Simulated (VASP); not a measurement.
A run of VASP 6.6.1:

The input INCAR:

```
SYSTEM = TiMnB4
PREC     = Accurate       ! precision mode
ENCUT    = 520            ! plane-wave cutoff, eV
EDIFF    = 1E-6           ! SCF threshold, eV
ISMEAR   = 0              ! smearing method
SIGMA    = 0.1            ! smearing width, eV
LREAL    = .False.        ! projectors in reciprocal space
LASPH    = .True.         ! aspherical terms in the spheres
NELM     = 150            ! most SCF steps
ALGO     = Normal         ! electronic algorithm
ISIF     = 2              ! what is computed and relaxed
LWAVE    = .False.        ! write WAVECAR
LCHARG   = .False.        ! write CHGCAR
ISPIN    = 2              ! spin polarisation
MAGMOM   = 0 2.56 0 0 0 0 ! initial moments
LORBIT   = 11             ! projections on sites
LMAXMIX  = 4              ! l up to which the mixer works
GGA      = PE             ! functional
NBANDS   = 32             ! bands
```

File KPOINTS:

```
Automatic mesh
0
Gamma
  12 12 6
  0 0 0
```

The input POSCAR:

```
TiMnB4
1.0
    3.0246487563      0.0000000000      0.0000000000
   -1.5123243782      2.6194226605      0.0000000000
    0.0000000000      0.0000000000      6.1339491222
Ti Mn B
1 1 4
Direct
    0.0000000000      0.0000000000      0.0000000000
    0.0000000000      0.0000000000      0.5000000000
    0.3333333333      0.6666666667      0.7415453129
    0.6666666667      0.3333333333      0.7415453129
    0.3333333333      0.6666666667      0.2584546871
    0.6666666667      0.3333333333      0.2584546871
```

Potentials or basis: VASP PAW PBE potentials, release 64 (Ti_sv, Mn_pv, B).

Launch:

```bash
$ cat potpaw_PBE.64/Ti_sv/POTCAR potpaw_PBE.64/Mn_pv/POTCAR potpaw_PBE.64/B/POTCAR > POTCAR
$ mpirun -np 1 vasp_std > vasp.out
```

Hardware: 1 thread of Intel(R) Xeon(R) Platinum 8259CL CPU @ 2.50GHz (Skylake/Cascade Lake), on a shared host.

Q: How long does it take, and how much memory?

A: Wall time 3.8 min on 1 thread of Intel(R) Xeon(R) Platinum 8259CL CPU @ 2.50GHz (Skylake/Cascade Lake), with other jobs on the host, peak memory 0.32 GiB. Counts: scf iterations 18, k points 76.
